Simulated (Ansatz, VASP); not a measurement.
This is a calculation of BaMn2Bi2 for VASP 6.6.1.

Contents of INCAR:

```
PREC = Accurate
ENCUT = 520
EDIFF = 1E-7
ISMEAR = -1
SIGMA = 0.05
LREAL = False
LASPH = True
NELM = 100
ALGO = Fast
ISIF = 2
LWAVE = False
LCHARG = True
GGA = PS
LELF = True
LVHAR = True
NBANDS = 41
```

Contents of KPOINTS:

```
Automatic mesh
0
Gamma
  8 8 8
```

File POSCAR:

```
BaMn2Bi2
1.0
   -2.2462852742      2.2462852742      7.2781801451
    2.2462852742     -2.2462852742      7.2781801451
    2.2462852742      2.2462852742     -7.2781801451
Bi Ba Mn
2 1 2
Direct
    0.6332120000      0.6332120000      0.0000000000
    0.3667880000      0.3667880000      0.0000000000
    0.0000000000      0.0000000000      0.0000000000
    0.7500000000      0.2500000000      0.5000000000
    0.2500000000      0.7500000000      0.5000000000
```

Potentials or basis: VASP PAW PBE potentials, release 64 (Bi_d, Ba_sv, Mn_pv).

Launch:

```sh
$ cat potpaw_PBE.64/Bi_d/POTCAR potpaw_PBE.64/Ba_sv/POTCAR potpaw_PBE.64/Mn_pv/POTCAR > POTCAR
$ mpirun -np 1 vasp_std > vasp.out
```

Question: Translate it to Ansatz 0.2.0. Potentials there: Ansatz PAW.

Answer: As run (the cutoff follows the program's own potentials):

File input.yaml:

```yaml
crystal:
  lattice:
    - [-2.2462852742, 2.2462852742, 7.2781801451]
    - [2.2462852742, -2.2462852742, 7.2781801451]
    - [2.2462852742, 2.2462852742, -7.2781801451]
  atoms:
    - { symbol: Bi, position: [0.633212, 0.633212, 0.0] }
    - { symbol: Bi, position: [0.366788, 0.366788, 0.0] }
    - { symbol: Ba, position: [0.0, 0.0, 0.0] }
    - { symbol: Mn, position: [0.75, 0.25, 0.5] }
    - { symbol: Mn, position: [0.25, 0.75, 0.5] }
hamiltonian:
  xc: pbesol
  pseudopotentials: { kind: paw }
kpoints:
  mp_grid: { grid: [8, 8, 8] }
scf:
  occupations: { method: fermi_dirac, width: 0.05 }
output:
  forces: true
  stress: true
  eigenvalues: true
```

Potentials or basis: Ansatz PAW.

Run with:

```console
$ ansatz run input.yaml --threads 2 --pin off --max-ram 5632MiB --backend cpu --events-out ev --progress --plain --runs-dir out
```

Both were run:

|  | VASP | Ansatz | Ansatz less VASP |
| --- | --- | --- | --- |
| gap on the k mesh at the Fermi level (eV) | none | none | - |
| pressure (GPa) | -10.3 | -10.5 | -0.20 |
| traceless stress, the component that is largest in VASP (GPa) | 0.71 | 0.78 | +0.076 |
| rms of the force components (eV/Å) | 0.596 | 0.589 | -0.0067 |

VASP's potentials were made for PBE, not for PBEsol. Atom by atom the forces differ by 0.007 eV/Å (rms over components). A gap of «none» marks a metal or a gap that the smearing closes. VASP's potentials hold 66 valence electrons a cell and Ansatz's 70, so a difference there can come from the potentials and not from the codes.

Neither program's run includes spin-orbit coupling.
